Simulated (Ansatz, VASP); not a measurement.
# SiNi in VASP and in Ansatz

```
Si Ni
1.0
     2.91471    0.00000    0.00000
     0.00000    3.25665    0.00000
     0.00000    0.00000    4.64001
Si Ni
2 2
Cartesian
  0.0000 0.0000 0.7379
  1.4574 1.6283 3.9021
  0.0000 0.0000 3.0496
  1.4574 1.6283 1.5904
```

Alike in both runs: functional LDA; k mesh 11 × 10 × 7; occupations fermi-dirac, width 0.05 eV; no spin polarisation.

Ansatz relaxed the structure, and its values are those at the end. VASP's run is a single point on that final structure, the one shown.

```csv
,VASP,Ansatz
version,VASP 6.6.1,Ansatz 0.2.0
potentials or method,"VASP PAW LDA potentials, release 64 (Si, Ni), cutoff 520 eV","all-electron LAPW, scalar-relativistic"
```

```csv
,VASP,Ansatz,Ansatz less VASP
pressure (GPa),0.5,0.0,-0.48
rms of the force components (eV/Å),0.008,0.001,-0.0076
```

LDA's correlation is that of Perdew and Zunger in VASP and of Perdew and Wang (1992) in Ansatz. Ansatz ran all-electron here, and VASP with PAW potentials.
